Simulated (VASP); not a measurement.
A run of VASP 6.6.1 is set up as follows.

Contents of INCAR:

```
SYSTEM = MgB2
PREC = Accurate
ENCUT = 600
EDIFF = 1E-6
ISMEAR = -1
SIGMA = 0.02
LREAL = .False.
LASPH = .True.
NELM = 100
ALGO = Normal
ISIF = 3
LWAVE = .False.
LCHARG = .False.
GGA = PE
IBRION = 2
NSW = 80
EDIFFG = -0.005
```

Contents of KPOINTS:

```
Automatic mesh
0
Gamma
  12 12 6
  0 0 0
```

File POSCAR:

```
MgB2
1.0
    3.0850000000      0.0000000000      0.0000000000
   -1.5425000000      2.6716883707      0.0000000000
    0.0000000000      0.0000000000      3.5230000000
Mg B
1 2
Direct
    0.0000000000      0.0000000000      0.0000000000
    0.3333333333      0.6666666667      0.5000000000
    0.6666666667      0.3333333333      0.5000000000
```

Potentials or basis: VASP PAW PBE potentials, release 64 (Mg, B).

The run is started by

```sh
$ cat potpaw_PBE.64/Mg/POTCAR potpaw_PBE.64/B/POTCAR > POTCAR
$ mpirun -np 1 vasp_std > vasp.out
```

Task: Predict the relaxed cell.

Result: a = 3.076 Å, b = 3.076 Å, c = 3.511 Å, α = 90.00°, β = 90.00°, γ = 120.00°.

Task: Predict the band gap on the k mesh.

Result: Zero (band 4 reaches 7.12 eV, above the bottom of band 5 at 3.30 eV).

Final structure:
```yaml
crystal:
  lattice:
    - [3.07644, 0.00000, 0.00000]
    - [-1.53822, 2.66427, 0.00000]
    - [0.00000, 0.00000, 3.51144]
  atoms:
    - { symbol: Mg, position: [0.00000, 0.00000, 0.00000] }
    - { symbol: B, position: [0.33333, 0.66667, 0.50000] }
    - { symbol: B, position: [0.66667, 0.33333, 0.50000] }
```
